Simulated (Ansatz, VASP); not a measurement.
# CdH2O2: VASP beside Ansatz

```
CELL_PARAMETERS angstrom
3.60130 0.00000 0.00000
-1.80065 3.11882 0.00000
0.00000 0.00000 4.75627
ATOMIC_POSITIONS crystal
Cd 0.00000 0.00000 0.00000
H 0.66667 0.33333 0.55096
H 0.33333 0.66667 0.44904
O 0.66667 0.33333 0.75937
O 0.33333 0.66667 0.24063
```

Alike in both runs: task single point; functional r2SCAN; k mesh 6 × 6 × 4; no spin polarisation.

```csv
,VASP,Ansatz
version,VASP 6.6.1,Ansatz 0.2.0
potentials or method,"VASP PAW PBE potentials, release 64 (Cd, H, O), cutoff 520 eV","plane waves, PAW"
occupations,"gaussian, width 0.01 eV",fixed
valence electrons in the cell,26,34
```

VASP gave:

```
pressure (GPa)                                                : -7.3
traceless stress, the component that is largest in VASP (GPa) : -3.21
```

Task: Which values does Ansatz return?

Result: Pressure (GPa): -8.0; traceless stress, the component that is largest in VASP (GPa): -3.66.

VASP's potentials were made for PBE, not for r2SCAN. VASP's potentials hold 26 valence electrons a cell and Ansatz's 34, so a difference there can come from the potentials and not from the codes.
